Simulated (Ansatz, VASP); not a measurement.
# One calculation of Zr, two programs

Contents of INCAR:

```
PREC = Accurate
ENCUT = 520
EDIFF = 1E-7
ISMEAR = -1
SIGMA = 0.08
LREAL = False
LASPH = True
NELM = 60
ALGO = Normal
ISIF = 2
LWAVE = False
LCHARG = False
GGA = PE
NBANDS = 19
```

The input KPOINTS:

```
Automatic mesh
0
Gamma
  13 13 7
```

POSCAR

```
Zr
1.0
    3.1350382758      0.0000000000      0.0000000000
   -1.5675191379      2.7150227886      0.0000000000
    0.0000000000      0.0000000000      5.1470000000
Zr
2
Direct
    0.3333333333      0.6666666667      0.2500000000
    0.6666666667      0.3333333333      0.7500000000
```

Input for Ansatz:

```yaml
crystal:
  lattice:
    - [3.1350382758, 0.0, 0.0]
    - [-1.5675191379, 2.7150227886, 0.0]
    - [0.0, 0.0, 5.147]
  atoms:
    - { symbol: Zr, position: [0.3333333333, 0.6666666667, 0.25] }
    - { symbol: Zr, position: [0.6666666667, 0.3333333333, 0.75] }
kpoints:
  mp_grid: { grid: [13, 13, 7] }
  band_path:
    path:
      - [0.0, 0.0, 0.0]
      - [0.5, 0.0, 0.0]
      - [0.3333333333, 0.3333333333, 0.0]
      - [0.0, 0.0, 0.0]
      - [0.0, 0.0, 0.5]
      - [0.5, 0.0, 0.5]
      - [0.3333333333, 0.3333333333, 0.5]
      - [0.0, 0.0, 0.5]
      - [0.5, 0.0, 0.5]
    npoints: 5
scf:
  occupations: { method: fermi_dirac, width: 0.08 }
hamiltonian:
  xc: pbe
  pseudopotentials: { kind: all_electron, lapw: { basis_error: 0.001 } }
output:
  forces: true
  stress: true
  eigenvalues: true
```

Change from the starting cell: equal xx and yy strain of -3 %.

Alike in both runs: task single point; functional PBE; k mesh 13 × 13 × 7; occupations fermi-dirac, width 0.08 eV; no spin polarisation.

|  | VASP | Ansatz |
| --- | --- | --- |
| version | VASP 6.6.1 | Ansatz 0.2.0 |
| potentials or method | VASP PAW PBE potentials, release 64 (Zr_sv), cutoff 520 eV | all-electron LAPW, scalar-relativistic |

```tsv
	VASP	Ansatz	Ansatz less VASP
pressure (GPa)	6.7	6.7	+0.01
traceless stress, the component that is largest in VASP (GPa)	-1.07	-1.07	+0.007
```

Ansatz ran all-electron here, and VASP with PAW potentials.
